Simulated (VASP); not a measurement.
# SnO2 in VASP: a series of runs

Runs on SnO2. Level: PBEsol. Tasks: single point.

Everything below comes from runs of VASP 6.6.1. Logs are shortened: lines on timing, memory, paths and dates and some standing lists are left out, and cuts for length are marked.

### Step 1. The cell of the first run

The typed cell holds 6 atoms: a = 4.735 Å, b = 4.735 Å, c = 3.276 Å, α = 90.00°, β = 90.00°, γ = 90.00°.

### Step 2. Single point, PBEsol (uniaxial strain along c: +2.0 %, then relaxed in part)

INCAR

```
SYSTEM = SnO2
ALGO = Normal ; EDIFF = 1E-6
ENCUT = 520 ; GGA = PS
ISIF = 2 ; ISMEAR = 0
LASPH = .TRUE. ; LCHARG = .FALSE.
LREAL = .FALSE. ; LWAVE = .FALSE.
NBANDS = 35 ; NELM = 80
PREC = Accurate ; SIGMA = 0.02
```

KPOINTS

```
k-points
0
G
  6 6 8
  0 0 0
```

POSCAR

```
SnO2
1.0
    4.7346172686      0.0000000000      0.0000000000
    0.0000000000      4.7347826803      0.0000000000
    0.0000000000      0.0000000000      3.2762187306
Sn O
2 4
Direct
    0.5000000000      0.5000000000      0.5000000000
    0.0000000000      0.0000000000      0.0000000000
    0.3068831448      0.3069550696      0.0000000000
    0.8068831448      0.1930449304      0.5000000000
    0.1931168552      0.8069550696      0.5000000000
    0.6931168552      0.6930449304      0.0000000000
```

Potentials or basis: VASP PAW PBE potentials, release 64 (Sn_d, O).

On the command line:

```sh
> cat potpaw_PBE.64/Sn_d/POTCAR potpaw_PBE.64/O/POTCAR > POTCAR
> mpirun -np 1 vasp_std > vasp.out
```

OUTCAR:

```text
SYSTEM = SnO2
   EDIFF = 1E-6
   ENCUT = 520
   GGA = PS
   ISIF = 2
   ISMEAR = 0
   LASPH = .TRUE.
   LREAL = .FALSE.
   NELM = 80
   PREC = Accurate

 ion  position               nearest neighbor table
   1  0.500  0.500  0.500-   4 2.06   5 2.06   3 2.09   6 2.09   3 2.09   6 2.09   2 3.73   2 3.73
                             2 3.73   2 3.73   2 3.73   2 3.73   2 3.73   2 3.73
   2  0.000  0.000  0.000-   3 2.06   6 2.06   5 2.09   4 2.09   4 2.09   5 2.09   1 3.73   1 3.73
                             1 3.73   1 3.73   1 3.73   1 3.73   1 3.73   1 3.73
   3  0.307  0.307  0.000-   2 2.06   1 2.09   1 2.09
   4  0.807  0.193  0.500-   1 2.06   2 2.09   2 2.09
   5  0.193  0.807  0.500-   1 2.06   2 2.09   2 2.09
   6  0.693  0.693  0.000-   2 2.06   1 2.09   1 2.09

  LATTYP: Found a simple orthorhombic cell.
 ALAT       =     3.2762187306
 B/A-ratio  =     1.4451468775
 C/A-ratio  =     1.4451973661

  Lattice vectors:

 A1 = (   0.0000000000,   0.0000000000,   3.2762187306)
 A2 = (   4.7346172686,   0.0000000000,   0.0000000000)
 A3 = (   0.0000000000,   4.7347826803,   0.0000000000)

Analysis of symmetry for initial positions (statically):
=====================================================================
 Subroutine PRICEL returns:
 Original cell was already a primitive cell.

 Routine SETGRP: Setting up the symmetry group for a
 simple orthorhombic supercell.

 Subroutine GETGRP returns: Found  8 space group operations
 (whereof  4 operations were pure point group operations)
 out of a pool of  8 trial point group operations.

The static configuration has the point symmetry C_2h.
 The point group associated with its full space group is D_2h.

Analysis of symmetry for dynamics (positions and initial velocities):
=====================================================================
 Subroutine PRICEL returns:
 Original cell was already a primitive cell.

 Routine SETGRP: Setting up the symmetry group for a
 simple orthorhombic supercell.

 Subroutine GETGRP returns: Found  8 space group operations
 (whereof  4 operations were pure point group operations)
 out of a pool of  8 trial point group operations.

The dynamic configuration has the point symmetry C_2h.
 The point group associated with its full space group is D_2h.

 Subroutine INISYM returns: Found  8 space group operations
 (whereof  4 operations are pure point group operations),
 and found     1 'primitive' translations

----------------------------------------------------------------------------------------

                                     Primitive cell

  volume of cell :      73.4443

  direct lattice vectors                    reciprocal lattice vectors
     4.734617269  0.000000000  0.000000000     0.211210314  0.000000000  0.000000000
     0.000000000  4.734782680  0.000000000     0.000000000  0.211202935  0.000000000
     0.000000000  0.000000000  3.276218731     0.000000000  0.000000000  0.305229926

  length of vectors
     4.734617269  4.734782680  3.276218731     0.211210314  0.211202935  0.305229926

  position of ions in fractional coordinates (direct lattice)
     0.500000000  0.500000000  0.500000000
     0.000000000  0.000000000  0.000000000
     0.306883145  0.306955070  0.000000000
     0.806883145  0.193044930  0.500000000
     0.193116855  0.806955070  0.500000000
     0.693116855  0.693044930  0.000000000

  ion indices of the primitive-cell ions
   primitive index   ion index
                 1           1
                 2           2
                 3           3
                 4           4
                 5           5
                 6           6

----------------------------------------------------------------------------------------

 KPOINTS: k-points

Automatic generation of k-mesh.
 Grid dimensions read from file:
 generate k-points for:    6    6    8

 Generating k-lattice:

  Cartesian coordinates                     Fractional coordinates (reciprocal lattice)
     0.035201719  0.000000000  0.000000000     0.166666667  0.000000000  0.000000000
     0.000000000  0.035200489  0.000000000     0.000000000  0.166666667  0.000000000
     0.000000000  0.000000000  0.038153741     0.000000000  0.000000000  0.125000000

  Length of vectors
     0.035201719  0.035200489  0.038153741

  Shift w.r.t. Gamma in fractional coordinates (k-lattice)
     0.000000000  0.000000000  0.000000000

 Subroutine IBZKPT returns following result:
 ===========================================

 Found     80 irreducible k-points:

 Following reciprocal coordinates:
            Coordinates               Weight
  0.000000  0.000000  0.000000      1.000000
  0.166667  0.000000  0.000000      2.000000
  0.333333  0.000000  0.000000      2.000000
  0.500000  0.000000  0.000000      1.000000
  0.000000  0.166667  0.000000      2.000000
  0.166667  0.166667  0.000000      4.000000
[... 16 lines left out ...]
  0.333333  0.166667  0.125000      8.000000
  0.500000  0.166667  0.125000      4.000000
 [... further k-points ...]
   k-points           NKPTS =     80   k-points in BZ     NKDIM =     80   number of bands    NBANDS=     35
   number of dos      NEDOS =    301   number of ions     NIONS =      6
   total plane-waves  NPLWV =  31104
   dimension x,y,z NGX =    36 NGY =   36 NGZ =   24
   dimension x,y,z NGXF=    72 NGYF=   72 NGZF=   48
   ions per type =               2   4
   NGX,Y,Z   is equivalent  to a cutoff of  12.64, 12.64, 12.18 a.u.
   NGXF,Y,Z  is equivalent  to a cutoff of  25.28, 25.28, 24.36 a.u.
 SYSTEM =  SnO2
   PREC   = accura    normal or accurate (medium, high low for compatibility)
   ISTART =      0    job   : 0-new  1-cont  2-samecut
   ICHARG =      2    charge: 1-file 2-atom 10-const
   ISPIN  =      1    spin polarized calculation?
   LNONCOLLINEAR =      F non collinear calculations
   LSORBIT =      F    spin-orbit coupling
   LASPH  =      T    aspherical Exc in radial PAW
   ENCUT  =  520.0 eV  38.22 Ry    6.18 a.u.   8.80  8.80  6.09*2*pi/ulx,y,z
   NELM   =     80;   NELMIN=  2; NELMDL= -5     # of ELM steps
   EDIFF  = 0.1E-05   stopping-criterion for ELM
   LREAL  =      F    real-space projection
   EDIFFG = 0.1E-04   stopping-criterion for IOM
   NSW    =      0    number of steps for IOM
   IBRION =     -1    ionic relax: 0-MD 1-quasi-New 2-CG
   NFREE  =      0    steps in history (QN), initial steepest desc. (CG)
   ISIF   =      2    stress and relaxation
   ISYM   =      2    0-nonsym 1-usesym 2-fastsym
   POTIM  = 0.5000    time-step for ionic-motion
   TEBEG  =    0.0;   TEEND  =   0.0 temperature during run
   PSTRESS=    0.0 pullay stress
   NELECT =      52.0000    total number of electrons
   NUPDOWN=      -1.0000    fix difference up-down
   EMIN   =  10.00;   EMAX   =-10.00  energy-range for DOS
   EFERMI =   0.00;   METHOD = LEGACY
   ISMEAR =     0;   SIGMA  =   0.02  broadening in eV -4-tet -1-fermi 0-gaus
   EFERMI_NEDOS =   21; number of points for ismear=-14 and -15
   IALGO  =     38    algorithm
   IMIX   =      4    mixing-type and parameters
     AMIX     =   0.40;   BMIX     =  1.00
     AMIX_MAG =   1.60;   BMIX_MAG =  1.00
  volume/ion in A,a.u.               =      12.24        82.60
  Fermi-wavevector in a.u.,A,eV,Ry     =   1.459117  2.757331 28.967094  2.129021
  Thomas-Fermi vector in A             =   2.575721
   LORBIT       =      0    0 simple, 1 ext, 2 COOP (PROOUT), +10 PAW based schemes
   GGA     = PS    functional components
   LHFCALC =     F    Hartree Fock is set to
   AEXX    =    0.0000 exact exchange contribution
   IVDW    =     0    specifies the selected vdW correction
   LEPSILON=     F    determine dielectric tensor
   LRPA    =     F    only Hartree local field effects (RPA)
 non-spin polarized calculation
 Gauss-broadening in eV      SIGMA  =   0.02
  energy-cutoff  :      520.00
  volume of cell :       73.44
 maximum number of plane-waves:      2016
 NGX is ok and might be reduce to    36
   NGX = 17   NGY = 17   NGZ = 13

 number of electron      51.9999989 magnetization

 Free energy of the ion-electron system (eV)
  ---------------------------------------------------
  ext. energy  EPLUGINS =         0.00000000
  ---------------------------------------------------
  free energy    TOTEN  =       -39.64815713 eV

  energy without entropy =      -39.64815713  energy(sigma->0) =      -39.64815713

 E-fermi :   5.8490     XC(G=0): -11.4097

 val. band max:        5.7189570796   @ k =   0.0000   0.0000   0.0000
 cond. band min:       6.4943312007   @ k =   0.0000   0.0000   0.0000
 fundamental gap:      0.7753741211
 Fermi energy:         5.8489854501

 k-point     1 :       0.0000    0.0000    0.0000
  band No.  band energies     occupation
      1     -15.2553      2.00000
      2     -14.4828      2.00000
      3     -14.3030      2.00000
      4     -14.2786      2.00000
      5     -14.2786      2.00000
      6     -14.2456      2.00000
[... 27 lines left out ...]
     34      17.5832      0.00000
     35      18.0466      0.00000

 k-point     2 :       0.1667    0.0000    0.0000
  band No.  band energies     occupation
      1     -15.2134      2.00000
      2     -14.5302      2.00000
      3     -14.3034      2.00000
      4     -14.2767      2.00000
      5     -14.2766      2.00000
      6     -14.2763      2.00000
[... 27 lines left out ...]
     34      17.6258      0.00000
     35      18.0002      0.00000

 k-point     3 :       0.3333    0.0000    0.0000
  band No.  band energies     occupation
      1     -15.0918      2.00000
      2     -14.6918      2.00000
      3     -14.3049      2.00000
      4     -14.3037      2.00000
      5     -14.2729      2.00000
      6     -14.2727      2.00000
[... 27 lines left out ...]
     34      17.8114      0.00000
     35      17.9722      0.00000
[... 723 lines left out ...]
 k-point    23 :       0.3333    0.1667    0.1250
  band No.  band energies     occupation
      1     -15.0363      2.00000
      2     -14.7304      2.00000
      3     -14.4007      2.00000
      4     -14.3888      2.00000
      5     -14.2635      2.00000
      6     -14.2326      2.00000
[... 27 lines left out ...]
     34      17.7614      0.00000
     35      17.9209      0.00000

 k-point    24 :       0.5000    0.1667    0.1250
  band No.  band energies     occupation
      1     -14.8976      2.00000
      2     -14.8976      2.00000
      3     -14.3962      2.00000
      4     -14.3962      2.00000
      5     -14.2470      2.00000
      6     -14.2470      2.00000
[... 27 lines left out ...]
     34      17.8374      0.00000
     35      17.9293      0.00000

 [... further k-points ...]
[... 5 lines left out ...]
  --------------------------------------------------------------------------------------
  -------------------------------------------------------------------------------------
  Total        0.2201677      0.2199929     -2.2387676      0.0000000      0.0000000      0.0000000
  in kB        4.8029317      4.7991177    -48.8384400      0.0000000      0.0000000      0.0000000
  external PRESSURE =     -13.0787969 kB  Pullay stress =       0.0000000 kB

 VOLUME and BASIS-vectors are now :
 -----------------------------------------------------------------------------
  energy-cutoff  :      520.00
  volume of cell :       73.44
      direct lattice vectors                 reciprocal lattice vectors
     4.734617269  0.000000000  0.000000000     0.211210314  0.000000000  0.000000000
     0.000000000  4.734782680  0.000000000     0.000000000  0.211202935  0.000000000
     0.000000000  0.000000000  3.276218731     0.000000000  0.000000000  0.305229926

 POSITION                                       TOTAL-FORCE (eV/Angst)
 -----------------------------------------------------------------------------------
      2.36731      2.36739      1.63811         0.000000      0.000000      0.000000
      0.00000      0.00000      0.00000         0.000000      0.000000      0.000000
      1.45297      1.45337      0.00000        -0.006026     -0.006216      0.000000
      3.82028      0.91403      1.63811        -0.006026      0.006216      0.000000
      0.91433      3.82076      1.63811         0.006026     -0.006216      0.000000
      3.28164      3.28142      0.00000         0.006026      0.006216     -0.000000
 -----------------------------------------------------------------------------------
    total drift:                                0.000000      0.000000      0.000000

  FREE ENERGIE OF THE ION-ELECTRON SYSTEM (eV)
  ---------------------------------------------------
  free  energy   TOTEN  =       -39.6481571317 eV

  energy  without entropy=      -39.6481571317  energy(sigma->0) =      -39.64815713
```

It took 3.5 min on 1 thread of Intel Xeon 8259CL, shared host; peak memory 0.28 GiB.

What came out:

```yaml
Free_energy: -39.6482 eV
Pressure: -1.3 GPa
Largest_force: 0.009 eV/Å
Band_gap_on_the_k_mesh: 0.78 eV
```

Forces on the atoms (eV/Å):
```
Sn   0.000  0.000  0.000
Sn   0.000  0.000  0.000
O   -0.006 -0.006  0.000
O   -0.006  0.006  0.000
O    0.006 -0.006  0.000
O    0.006  0.006  0.000
```

Levels at points of the mesh, in eV from the valence-band top:
```csv
k point,band 24,band 25,band 26,band 27,band 28,band 29
"(0.00, 0.00, 0.00)",-0.74,-0.74,0.00,0.78,5.54,5.83
"(0.50, 0.00, 0.00)",-1.27,-0.61,-0.61,4.05,4.05,6.57
"(0.00, 0.50, 0.00)",-1.27,-0.61,-0.61,4.05,4.05,6.58
"(0.50, 0.50, 0.00)",-1.41,-0.82,-0.82,4.37,4.37,7.07
"(0.00, 0.00, 0.50)",-1.63,-1.23,-1.23,5.78,5.78,9.46
"(0.50, 0.00, 0.50)",-1.05,-0.67,-0.67,6.09,6.09,7.82
"(0.00, 0.50, 0.50)",-1.05,-0.67,-0.67,6.09,6.09,7.82
"(0.50, 0.50, 0.50)",-0.93,-0.77,-0.77,4.54,4.54,8.58
```

Caveat: the cell differs from its parent crystal (uniaxial strain along c: +2.0 %, then relaxed in part); the PAW data sets were made with another functional, which shifts forces and pressure a little; spin-orbit coupling is left out, which moves the levels of the heavy elements.

### Step 3. Single point, PBEsol

INCAR

```
PREC = Accurate
ENCUT = 520
EDIFF = 1E-7
ISMEAR = 0
SIGMA = 0.02
LREAL = False
LASPH = True
NELM = 100
ALGO = Normal
ISIF = 2
LWAVE = False
LCHARG = False
GGA = PS
NBANDS = 35
```

KPOINTS

```
Automatic mesh
0
Gamma
  6 6 8
```

POSCAR is that of step 2.

Potentials or basis: VASP PAW PBE potentials, release 64 (Sn_d, O).

On the command line:

```sh
> cat potpaw_PBE.64/Sn_d/POTCAR potpaw_PBE.64/O/POTCAR > POTCAR
> mpirun -np 1 vasp_std > vasp.out
```

Wall time 4.2 min (1 thread of Intel Xeon 8259CL, shared host); peak memory 0.28 GiB.

It converged, with:

```
Free energy            : -39.6482 eV
Pressure               : -1.3 GPa
Largest force          : 0.008 eV/Å
Band gap on the k mesh : 0.78 eV
```

Forces in eV/Å, atoms in the order of the input:
```
Sn   0.000  0.000  0.000
Sn   0.000  0.000  0.000
O   -0.006 -0.006  0.000
O   -0.006  0.006  0.000
O    0.006 -0.006  0.000
O    0.006  0.006  0.000
```

Stress tensor (GPa, compression positive):
```
 0.53  0.00  0.00
 0.00  0.53  0.00
 0.00  0.00 -4.84
```

Levels at points of the mesh, in eV from the valence-band top:
```csv
k point,band 22,band 23,band 24,band 25,band 26,band 27,band 28,band 29,band 30,band 31
"(0.00, 0.00, 0.00)",-1.32,-1.32,-0.74,-0.74,0.00,0.78,5.54,5.83,5.83,9.85
"(0.50, 0.00, 0.00)",-1.94,-1.27,-1.27,-0.61,-0.61,4.05,4.05,6.58,6.58,10.71
"(0.00, 0.50, 0.00)",-1.94,-1.27,-1.27,-0.61,-0.61,4.05,4.05,6.58,6.58,10.71
"(0.50, 0.50, 0.00)",-1.98,-1.41,-1.41,-0.82,-0.82,4.37,4.37,7.07,7.07,10.75
"(0.00, 0.00, 0.50)",-2.61,-1.63,-1.63,-1.23,-1.23,5.78,5.78,9.46,9.46,10.01
"(0.50, 0.00, 0.50)",-1.72,-1.05,-1.05,-0.67,-0.67,6.09,6.09,7.82,7.82,10.39
"(0.00, 0.50, 0.50)",-1.72,-1.05,-1.05,-0.67,-0.67,6.09,6.09,7.82,7.82,10.39
"(0.50, 0.50, 0.50)",-2.34,-0.93,-0.93,-0.77,-0.77,4.54,4.54,8.59,8.59,10.40
```

Caveat: the PAW data sets were made with another functional, which shifts forces and pressure a little; spin-orbit coupling is left out, which moves the levels of the heavy elements.

### Step 4. Single point, PBEsol (uniaxial strain along c: +2.0 %)

INCAR

```
SYSTEM = SnO2
PREC = Accurate
ENCUT = 520
EDIFF = 1E-7
ISMEAR = 0
SIGMA = 0.02
LREAL = .False.
LASPH = .True.
NELM = 60
ALGO = Normal
ISIF = 2
LWAVE = .False.
LCHARG = .False.
GGA = PS
NBANDS = 35
```

KPOINTS

```
Automatic mesh
0
Gamma
  6 6 8
  0 0 0
```

POSCAR

```
SnO2
1.0
    4.7448143682      0.0000000000      0.0000000000
    0.0000000000      4.7462154769      0.0000000000
    0.0000000000      0.0000000000      3.2762187306
Sn O
2 4
Direct
    0.5000000000      0.5000000000      0.5000000000
    0.0000000000      0.0000000000      0.0000000000
    0.3062100026      0.3063470806      0.0000000000
    0.8062100026      0.1936529194      0.5000000000
    0.1937899974      0.8063470806      0.5000000000
    0.6937899974      0.6936529194      0.0000000000
```

On the command line:

```sh
> cat potpaw_PBE.64/Sn_d/POTCAR potpaw_PBE.64/O/POTCAR > POTCAR
> mpirun -np 1 vasp_std > vasp.out
```

Wall time 4.5 min (1 thread of Intel Xeon 8259CL, shared host); peak memory 0.28 GiB.

It converged, with:

| Item | Value |
| --- | --- |
| Free energy | -39.6481 eV |
| Pressure | -2.2 GPa |
| Largest force | 0.089 eV/Å |
| Band gap on the k mesh | 0.72 eV |

Forces on the atoms (eV/Å):
```
Sn   0.000  0.000  0.000
Sn   0.000  0.000  0.000
O    0.063  0.063  0.000
O    0.063 -0.063  0.000
O   -0.063  0.063  0.000
O   -0.063 -0.063  0.000
```

Stress tensor (GPa, compression positive):
```
-0.39  0.00  0.00
 0.00 -0.40  0.00
 0.00  0.00 -5.67
```

Levels at points of the mesh, in eV from the valence-band top:
| k point | band 23 | band 24 | band 25 | band 26 | band 27 | band 28 | band 29 | band 30 |
| --- | --- | --- | --- | --- | --- | --- | --- | --- |
| (0.00, 0.00, 0.00) | -1.32 | -0.74 | -0.74 | 0.00 | 0.72 | 5.54 | 5.82 | 5.82 |
| (0.50, 0.00, 0.00) | -1.27 | -1.27 | -0.60 | -0.60 | 4.01 | 4.01 | 6.57 | 6.57 |
| (0.00, 0.50, 0.00) | -1.27 | -1.27 | -0.60 | -0.60 | 4.01 | 4.01 | 6.58 | 6.58 |
| (0.50, 0.50, 0.00) | -1.41 | -1.41 | -0.83 | -0.83 | 4.35 | 4.35 | 7.05 | 7.05 |
| (0.00, 0.00, 0.50) | -1.63 | -1.63 | -1.22 | -1.22 | 5.72 | 5.72 | 9.42 | 9.42 |
| (0.50, 0.00, 0.50) | -1.04 | -1.04 | -0.69 | -0.69 | 6.02 | 6.02 | 7.77 | 7.77 |
| (0.00, 0.50, 0.50) | -1.04 | -1.04 | -0.69 | -0.69 | 6.02 | 6.02 | 7.77 | 7.77 |
| (0.50, 0.50, 0.50) | -0.92 | -0.92 | -0.77 | -0.77 | 4.46 | 4.46 | 8.58 | 8.58 |

Caveat: the cell differs from its parent crystal (uniaxial strain along c: +2.0 %); the PAW data sets were made with another functional, which shifts forces and pressure a little; spin-orbit coupling is left out, which moves the levels of the heavy elements.

(Part 1 of 2 ends here.)
